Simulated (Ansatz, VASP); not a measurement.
Two plane-wave programs on MgGaF5

```
Mg Ga F
1.0
     3.43040    0.00000    0.00000
     0.00000    3.43040    0.00000
     0.00000    0.00000    5.39382
Mg Ga F
1 1 5
Direct
  0.00000 0.00000 0.50000
  0.50000 0.50000 0.00000
  0.00000 0.00000 0.00000
  0.50000 0.00000 0.72262
  0.00000 0.50000 0.72262
  0.50000 0.00000 0.27738
  0.00000 0.50000 0.27738
```

Alike in both runs: task single point; functional r2SCAN; dispersion rVV10; k mesh 8 × 8 × 6; occupations fermi-dirac, width 0.03 eV; no spin polarisation.

|  | VASP | Ansatz |
| --- | --- | --- |
| version | VASP 6.6.1 | Ansatz 0.2.0 |
| potentials or method | VASP PAW PBE potentials, release 64 (Mg, Ga_d, F) | plane waves, PAW |
| plane-wave cutoff (eV) | 520 | 500 |
| valence electrons in the cell | 50 | 58 |

Ansatz gave:

* pressure (GPa): 0.0
* traceless stress, the component that is largest in VASP (GPa): 0.01
* rms of the force components (eV/Å): 0.001

Task: Estimate VASP's values.

Result: Pressure (GPa): -0.6; traceless stress, the component that is largest in VASP (GPa): -0.09; rms of the force components (eV/Å): 0.026.

VASP's potentials were made for PBE, not for r2SCAN. Atom by atom the forces differ by 0.026 eV/Å (rms over components). VASP's potentials hold 50 valence electrons a cell and Ansatz's 58, so a difference there can come from the potentials and not from the codes.
